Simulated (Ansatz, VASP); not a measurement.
One calculation of Li2S, two programs

INCAR

```
  ALGO = Normal
  EDIFF = 1E-6
  ENCUT = 750
  GGA = PE
  GGA_COMPAT = False
  ISIF = 2
  ISMEAR = 0
  LASPH = True
  LCHARG = True
  LELF = True
  LREAL = False
  LVHAR = True
  LWAVE = False
  NBANDS = 13
  NELM = 120
  PREC = Accurate
  SIGMA = 0.01
```

KPOINTS

```
k-points
0
Gamma
  2 2 2
```

File POSCAR:

```
Li2S
1.0
    0.0000000000      2.8351678429      2.8351678429
    2.8351678429      0.0000000000      2.8351678429
    2.8351678429      2.8351678429      0.0000000000
Li S
2 1
Direct
    1.4100000000      1.4680000000      1.1300000000
    0.9100000000      0.9680000000      0.6300000000
    0.6600000000      0.7180000000      0.3800000000
```

Input for Ansatz:

```yaml
crystal:
  lattice:
    - [0.0, 2.8351678429, 2.8351678429]
    - [2.8351678429, 0.0, 2.8351678429]
    - [2.8351678429, 2.8351678429, 0.0]
  atoms:
    - { symbol: Li, position: [1.41, 1.468, 1.13] }
    - { symbol: Li, position: [0.91, 0.968, 0.63] }
    - { symbol: S, position: [0.66, 0.718, 0.38] }
basis:
  ecutwfc: 420
  ecutrho_ratio: 8
kpoints:
  mp_grid: { grid: [2, 2, 2] }
hamiltonian:
  xc: pbe
scf:
  occupations: { method: fixed }
  mixing: { algorithm: broyden, preconditioner: kerker_dos }
  initial_density: { chi_scale: 0, normalization: atom }
  convergence: { dr2_threshold: "1e-5 eV" }
  max_iter: 97
output:
  forces: true
  stress: true
  eigenvalues: true
  optics: { e_range: [0, 10], sigma: 0.2 }
```

Alike in both runs: task single point; functional PBE; k mesh 2 × 2 × 2; no spin polarisation.

```csv
,VASP,Ansatz
version,VASP 6.6.1,Ansatz 0.2.0
potentials or method,"VASP PAW PBE potentials, release 64 (Li_sv, S), cutoff 750 eV","scalar-relativistic, plane waves, PAW"
occupations,"gaussian, width 0.01 eV",fixed
valence electrons in the cell,12,12
```

Ansatz gave:

| Property | Result |
| --- | --- |
| gap on the k mesh at the Fermi level (eV) | 3.26 |
| least direct gap on the mesh (eV) | 4.27 |
| pressure (GPa) | 3.6 |

What did VASP give for the same quantities?

gap on the k mesh at the Fermi level (eV): 3.26; least direct gap on the mesh (eV): 4.27; pressure (GPa): 3.5.

Ansatz's warnings: force scf threshold loose, settled levels scf threshold loose, stress scf threshold loose.

The k mesh is coarse, so the values compare programs but aren't converged.
